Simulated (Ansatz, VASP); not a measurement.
**One calculation of BaTiO3, two programs**

Contents of INCAR:

```
SYSTEM = BaTiO3
  PREC = Accurate
  ENCUT = 520
  EDIFF = 1E-6
  ISMEAR = 0
  SIGMA = 0.02
  LREAL = .FALSE.
  LASPH = .TRUE.
  NELM = 60
  ALGO = Normal
  ISIF = 2
  LWAVE = .FALSE.
  LCHARG = .FALSE.
  GGA = PS
  IBRION = 2
  NSW = 60
  EDIFFG = -0.008
```

Contents of KPOINTS:

```
Automatic mesh
0
G
  8 8 8
  0 0 0
```

Contents of POSCAR:

```
BaTiO3
1.0
    3.9554885124      0.0000000000      0.0000000000
    0.0000000000      3.9554885124      0.0000000000
    0.0000000000      0.0000000000      4.1653607979
Ba Ti O
1 1 3
Direct
    0.5000000000      0.5000000000      0.5861068350
    0.0000000000      0.0000000000      0.1026767514
    0.0000000000      0.5000000000      0.0619595066
    0.5000000000      0.0000000000      0.0619595066
    0.0000000000      0.0000000000      0.5472943903
```

Input for Ansatz:

```yaml
crystal:
  lattice:
    - [3.9554885124, 0.0, 0.0]
    - [0.0, 3.9554885124, 0.0]
    - [0.0, 0.0, 4.1653607979]
  atoms:
    - { symbol: Ba, position: [0.5, 0.5, 0.586106835] }
    - { symbol: Ti, position: [0.0, 0.0, 0.1026767514] }
    - { symbol: O, position: [0.0, 0.5, 0.0619595066] }
    - { symbol: O, position: [0.5, 0.0, 0.0619595066] }
    - { symbol: O, position: [0.0, 0.0, 0.5472943903] }
basis:
  ecutwfc: 420
kpoints:
  mp_grid: { grid: [8, 8, 8] }
hamiltonian:
  xc: pbesol
scf:
  occupations: { method: gaussian, width: 0.02 }
output:
  forces: true
  stress: true
  eigenvalues: true
relax:
  adjacent_minimum: "off"
  f_tol: 0.008
  max_steps: 40
```

Change from the starting cell: strain along c alone, the other axes held, atoms relaxed: +3.0 %.

Alike in both runs: task relaxation of the atoms; functional PBEsol; k mesh 8 × 8 × 8; occupations gaussian, width 0.02 eV; no spin polarisation.

|  | VASP | Ansatz |
| --- | --- | --- |
| version | VASP 6.6.1 | Ansatz 0.2.0 |
| potentials or method | VASP PAW PBE potentials, release 64 (Ba_sv, Ti_sv, O), cutoff 520 eV | scalar-relativistic, plane waves, PAW |
| valence electrons in the cell | 40 | 40 |

|  | VASP | Ansatz | Ansatz less VASP |
| --- | --- | --- | --- |
| gap on the k mesh at the Fermi level, each at its own relaxed structure (eV) | 1.76 | 1.84 | +0.070 |

VASP's potentials were made for PBE, not for PBEsol. Ansatz's warnings: stress scf threshold loose.

Spin-orbit coupling is off throughout.
